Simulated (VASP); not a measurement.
Set up this calculation in VASP 6.6.1, as the native input.

| Item | Value |
| --- | --- |
| Task | single point |
| Functional | PBE |
| Potentials or basis | VASP PAW PBE potentials, release 64 (Sn_d, O) |
| Cutoff | 520 eV |
| k mesh | 6 × 6 × 10 |
| Occupations | gaussian, width 0.05 eV |
| Spin | no spin polarisation |
| Dipole correction | no |
| Further INCAR settings | ALGO = Normal; EDIFF = 1e-06; NBANDS = 35 |

The structure of SnO2 lies in POSCAR:

```
SnO2
1.0
    4.9724015235      0.0000000000      0.0000000000
    0.0000000000      4.8275742947      0.0000000000
    0.0000000000      0.0000000000      3.2381011166
Sn O
2 4
Direct
    0.0000000000      0.0000000000      0.0000000000
    0.5000000000      0.5000000000      0.5000000000
    0.3065775573      0.3065775573      0.0000000000
    0.8065775573      0.1934224427      0.5000000000
    0.1934224427      0.8065775573      0.5000000000
    0.6934224427      0.6934224427      0.0000000000
```

The input as run:

INCAR

```
SYSTEM = SnO2
PREC = Accurate
ENCUT = 520
EDIFF = 1E-6
ISMEAR = 0
SIGMA = 0.05
LREAL = .FALSE.
LASPH = .TRUE.
NELM = 80
ALGO = Normal
ISIF = 2
LWAVE = .FALSE.
LCHARG = .FALSE.
GGA = PE
NBANDS = 35
```

KPOINTS

```
regular mesh
0
G
  6 6 10
  0 0 0
```

Potentials or basis: VASP PAW PBE potentials, release 64 (Sn_d, O).

The run is started by

```console
$ cat potpaw_PBE.64/Sn_d/POTCAR potpaw_PBE.64/O/POTCAR > POTCAR
$ mpirun -np 1 vasp_std > vasp.out
```

It gave:

```json
{
 "Pressure": "-3.9 GPa",
 "Largest force": "0.080 eV/Å",
 "Band gap on the k mesh": "0.41 eV"
}
```

Caveat: the cell stands under tension; semilocal functionals underestimate gaps, and a narrow one can read as zero; spin-orbit coupling is left out, which moves the levels of the heavy elements.

It took 87 s on 1 thread of Intel(R) Xeon(R) 6975P-C (Granite Rapids) (shared host), peak memory 0.31 GiB.
